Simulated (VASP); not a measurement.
A run of VASP 6.6.1 is set up as follows.

The input INCAR:

```
SYSTEM = LiGe2P3
ALGO = Normal
EDIFF = 1E-7
EDIFFG = -0.04
ENCUT = 600
GGA = PE
IBRION = 2
ISIF = 3
ISMEAR = 0
LASPH = .TRUE.
LCHARG = .FALSE.
LREAL = .FALSE.
LWAVE = .FALSE.
NELM = 100
NSW = 90
PREC = Accurate
SIGMA = 0.1
```

KPOINTS

```
k-points
0
G
  6 6 2
  0 0 0
```

Contents of POSCAR:

```
LiGe2P3
1.0
    3.6146853487      0.0000000000      0.0000000000
    0.0000000000      3.6146853487      0.0000000000
    0.0000000000      0.0000000000      7.9634913851
Li Ge P
1 2 3
Direct
    0.0000000000      0.0000000000      0.0000000000
    0.0000000000      0.5000000000      0.7315000000
    0.5000000000      0.0000000000      0.2685000000
    0.0000000000      0.5000000000      0.3835000000
    0.5000000000      0.0000000000      0.6165000000
    0.5000000000      0.5000000000      0.0000000000
```

Potentials or basis: VASP PAW PBE potentials, release 64 (Li_sv, Ge_d, P).

The run is started by

```bash
$ cat potpaw_PBE.64/Li_sv/POTCAR potpaw_PBE.64/Ge_d/POTCAR potpaw_PBE.64/P/POTCAR > POTCAR
$ mpirun -np 1 vasp_std > vasp.out
```

(1) Predict the space group after relaxing (to 0.05 Å).

(2) Predict the band gap on the k mesh.

Answers

(1) P-4m2 (No. 115).

(2) zero (band 23 reaches 8.36 eV, above the bottom of band 24 at 4.84 eV).

Caveat: the k points lie up to 0.46 Å⁻¹ apart in the final cell.
